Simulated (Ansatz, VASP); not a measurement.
# InSe3: VASP beside Ansatz

```
In Se
1.0
     4.49316    0.00000    0.00000
     0.00000    4.49316    0.00000
     0.00000    0.00000    4.49316
In Se
1 3
Direct
  0.00000 0.00000 0.00000
  0.00000 0.50000 0.50000
  0.50000 0.00000 0.50000
  0.50000 0.50000 0.00000
```

Alike in both runs: functional PBE; k mesh 10 × 10 × 10; occupations gaussian, width 0.1 eV; no spin polarisation.

Ansatz relaxed the structure, and its values are those at the end. VASP's run is a single point on that final structure, the one shown.

```csv
,VASP,Ansatz
version,VASP 6.6.1,Ansatz 0.2.0
potentials or method,"VASP PAW PBE potentials, release 64 (In_d, Se), cutoff 520 eV","scalar-relativistic, plane waves, PAW"
valence electrons in the cell,31,61
```

|  | VASP | Ansatz | Ansatz less VASP |
| --- | --- | --- | --- |
| gap on the k mesh at the Fermi level (eV) | none | none | - |
| pressure (GPa) | 0.0 | 0.0 | -0.01 |

A gap of «none» marks a metal or a gap that the smearing closes. VASP's potentials hold 31 valence electrons a cell and Ansatz's 61, so a difference there can come from the potentials and not from the codes.
